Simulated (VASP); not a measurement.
Input of a VASP 6.6.1 run:

Contents of INCAR:

```
SYSTEM = Al3Cu
  ALGO = Fast
  EDIFF = 1E-6
  ENCUT = 520
  GGA = PS
  ISIF = 2
  ISMEAR = 0
  LASPH = .True.
  LCHARG = .False.
  LREAL = .False.
  LWAVE = .False.
  NBANDS = 18
  NELM = 80
  PREC = Accurate
  SIGMA = 0.1
```

The input KPOINTS:

```
k-points
0
Gamma
  16 16 6
  0 0 0
```

The input POSCAR:

```
Al3Cu
1.0
    2.7796830103      0.0000000000      0.0000000000
    0.0000000000      2.7796830103      0.0000000000
    0.0000000000      0.0000000000      7.6029571112
Al Cu
3 1
Direct
    0.0000000000      0.0000000000      0.5000000000
    0.5000000000      0.5000000000      0.2206884218
    0.5000000000      0.5000000000      0.7793115782
    0.0000000000      0.0000000000      0.0000000000
```

Potentials or basis: VASP PAW PBE potentials, release 64 (Al, Cu).

The run is started by

```sh
$ cat potpaw_PBE.64/Al/POTCAR potpaw_PBE.64/Cu/POTCAR > POTCAR
$ mpirun -np 1 vasp_std > vasp.out
```

**Question.** Estimate the band gap on the k mesh.

**Answer.** Zero (band 10 reaches 12.58 eV, above the bottom of band 11 at 6.49 eV).

**Question.** Predict the pressure.

**Answer.** -0.1 GPa.

**Question.** Predict the largest force.

**Answer.** 0.024 eV/Å.

Forces on the atoms (eV/Å):
```
Al   0.000  0.000  0.000
Al   0.000  0.000  0.024
Al   0.000  0.000 -0.024
Cu   0.000  0.000  0.000
```

Caveat: the PAW data sets were made with another functional, which shifts forces and pressure a little.
